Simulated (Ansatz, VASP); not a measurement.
## InP: VASP beside Ansatz

File POSCAR:

```
InP
1.0
    0.0000000000      2.8425850000      2.8425850000
    2.8425850000      0.0000000000      2.8425850000
    2.8425850000      2.8425850000      0.0000000000
In P
1 1
Direct
    0.0000000000      0.0000000000      0.0000000000
    0.7500000000      0.7500000000      0.7500000000
```

The input INCAR.step1:

```
SYSTEM = InP
PREC     = Accurate       ! precision mode
ENCUT    = 520            ! plane-wave cutoff, eV
ISMEAR   = 0              ! smearing method
SIGMA    = 0.05           ! smearing width, eV
LREAL    = .False.        ! projectors in reciprocal space
LASPH    = .True.         ! aspherical terms in the spheres
NELM     = 80             ! most SCF steps
NBANDS   = 16             ! bands
GGA      = PE             ! functional
ALGO     = Normal         ! electronic algorithm
EDIFF    = 1E-4           ! SCF threshold, eV
LWAVE    = .True.         ! write WAVECAR
LCHARG   = .False.        ! write CHGCAR
```

The input INCAR.step2:

```
SYSTEM = InP
PREC     = Accurate       ! precision mode
ENCUT    = 520            ! plane-wave cutoff, eV
EDIFF    = 1E-7           ! SCF threshold, eV
ISMEAR   = 0              ! smearing method
SIGMA    = 0.05           ! smearing width, eV
LREAL    = .False.        ! projectors in reciprocal space
LASPH    = .True.         ! aspherical terms in the spheres
NELM     = 80             ! most SCF steps
ALGO     = Normal         ! electronic algorithm
ISIF     = 2              ! what is computed and relaxed
LWAVE    = .False.        ! write WAVECAR
LCHARG   = .False.        ! write CHGCAR
METAGGA  = R2SCAN         ! meta-GGA
LMIXTAU  = .True.       
NBANDS   = 16             ! bands
ISTART   = 1
```

KPOINTS

```
regular mesh
0
Gamma
  8 8 8
  0 0 0
```

Input for Ansatz:

```yaml
crystal:
  lattice:
    - [0.0, 2.842585, 2.842585]
    - [2.842585, 0.0, 2.842585]
    - [2.842585, 2.842585, 0.0]
  atoms:
    - { symbol: In, position: [0.0, 0.0, 0.0] }
    - { symbol: P, position: [0.75, 0.75, 0.75] }
basis:
  ecutwfc: 500
kpoints:
  mp_grid: { grid: [8, 8, 8] }
hamiltonian:
  xc: r2scan
scf:
  occupations: { method: gaussian, width: 0.05 }
output:
  forces: true
  stress: true
  eigenvalues: true
```

Change from the starting cell: strain -0.030 along x and y, -0.030 along z, atoms carried along.

Alike in both runs: task single point; functional r2SCAN; k mesh 8 × 8 × 8; occupations gaussian, width 0.05 eV; no spin polarisation.

|  | VASP | Ansatz |
| --- | --- | --- |
| version | VASP 6.6.1 | Ansatz 0.2.0 |
| potentials or method | VASP PAW PBE potentials, release 64 (In_d, P), cutoff 520 eV | scalar-relativistic, plane waves, PAW |
| valence electrons in the cell | 18 | 18 |

```csv
,VASP,Ansatz,Ansatz less VASP
gap on the k mesh at the Fermi level (eV),1.70,1.69,-0.008
least direct gap on the mesh (eV),1.70,1.69,-0.008
pressure (GPa),10.0,10.2,+0.16
```

VASP's potentials were made for PBE, not for r2SCAN.
